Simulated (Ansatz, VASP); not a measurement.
# One calculation of MgC2, two programs

```xyz
6
Lattice="3.9508 0.0000 0.0000 0.0000 3.9508 0.0000 0.0000 0.0000 4.7876" Properties=species:S:1:pos:R:3 pbc="T T T"
Mg    0.0000    0.0000    2.3938
Mg    1.9754    1.9754    0.0000
C     1.5315    2.4192    2.3938
C     0.4439    0.4439    0.0000
C     2.4192    1.5315    2.3938
C     3.5069    3.5069    0.0000
```

Alike in both runs: task single point; functional PBE; k mesh 5 × 5 × 5; occupations fermi-dirac, width 0.05 eV; no spin polarisation.

|  | VASP | Ansatz |
| --- | --- | --- |
| version | VASP 6.6.1 | Ansatz 0.2.0 |
| potentials or method | VASP PAW PBE potentials, release 64 (Mg_sv, C) | Ansatz PAW |
| plane-wave cutoff (eV) | 750 | 420 |
| valence electrons in the cell | 36 | 36 |

Ansatz gave:

| Quantity | Value |
| --- | --- |
| gap on the k mesh at the Fermi level (eV) | 2.45 |
| least direct gap on the mesh (eV) | 2.77 |
| pressure (GPa) | 2.3 |
| traceless stress, the component that is largest in VASP (GPa) | 2.71 |
| rms of the force components (eV/Å) | 0.097 |

Q: What did VASP give for the same quantities?

A: gap on the k mesh at the Fermi level (eV): 2.44; least direct gap on the mesh (eV): 2.77; pressure (GPa): 2.0; traceless stress, the component that is largest in VASP (GPa): 2.59; rms of the force components (eV/Å): 0.052.

Atom by atom the forces differ by 0.045 eV/Å (rms over components).

Noted on Ansatz's run: odd divisions of the mesh miss points on the zone boundary, where band edges often lie, so the gap on the mesh can be too wide.
